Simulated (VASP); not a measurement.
The system is P4C.

```
CELL_PARAMETERS angstrom
3.00605 -4.59456 0.00000
3.00605 4.59456 0.00000
0.00000 0.00000 2.93310
ATOMIC_POSITIONS crystal
P 0.78125 0.78125 0.50000
P 0.21875 0.21875 0.50000
P 0.61926 0.38074 0.00000
P 0.38074 0.61926 0.00000
C 0.00000 0.00000 0.00000
```

The cell was generated, and may not be a known phase.

| Quantity | Value |
| --- | --- |
| Program | VASP 6.6.1 |
| Task | relaxation of cell and atoms |
| Functional | PBE |
| Potentials or basis | VASP PAW PBE potentials, release 64 (P, C) |
| Cutoff | 600 eV |
| k mesh | 8 × 8 × 12 |
| Occupations | gaussian, width 0.1 eV |
| Spin | no spin polarisation |

At the start: pressure -0.1 GPa; volume 16.20 Å³/atom.

Q: Where does the relaxation end?

A: Over 46 steps the energy falls by 55.1 meV/atom and the volume is 19.37 Å³/atom (+19.6 %); space group Cmmm (No. 65, to 0.1 Å) before and after.

The path:
```csv
step,energy change (eV),largest force (eV/Å),pressure (GPa),volume (Å³)
1,0.0000,0.1236,-0.14,81.02
3,-0.0120,0.1830,0.06,80.87
5,-0.0151,0.0300,0.37,80.92
7,-0.0159,0.0402,-0.03,81.42
9,-0.0168,0.0744,0.30,81.79
11,-0.0170,0.1183,0.55,82.04
13,-0.0172,0.1255,0.58,82.11
15,-0.0181,0.1632,0.67,82.42
17,-0.0192,0.4207,0.97,83.66
19,-0.0205,0.3083,0.85,83.35
21,-0.0230,0.4109,0.60,84.85
23,-0.0307,0.1605,0.01,85.95
25,-0.0581,0.4323,-2.13,90.98
27,-0.0628,0.5525,-2.47,92.01
29,-0.0640,0.6527,-2.68,92.64
31,-0.0692,0.7616,-2.82,93.30
33,-0.0744,1.2606,-3.40,96.27
35,-0.0846,1.0751,-3.11,95.16
37,-0.1466,1.0712,-2.56,95.90
39,-0.1960,1.2433,-0.89,97.28
41,-0.2742,0.1122,0.03,96.79
43,-0.2745,0.0739,0.10,96.76
45,-0.2754,0.0083,0.01,96.86
46,-0.2754,0.0086,0.00,96.87
```

Final structure:
```
P C
1.0
     3.43576   -5.18044    0.00000
     3.43576    5.18044    0.00000
     0.00000    0.00000    2.72117
P C
4 1
Cartesian
  5.5859 0.0000 1.3606
  1.2856 0.0000 1.3606
  3.4358 -1.0678 2.7212
  3.4358 1.0678 0.0000
  0.0000 0.0000 0.0000
```

Caveat: the volume moved by over 15 % at a fixed basis, so the end points are rough.
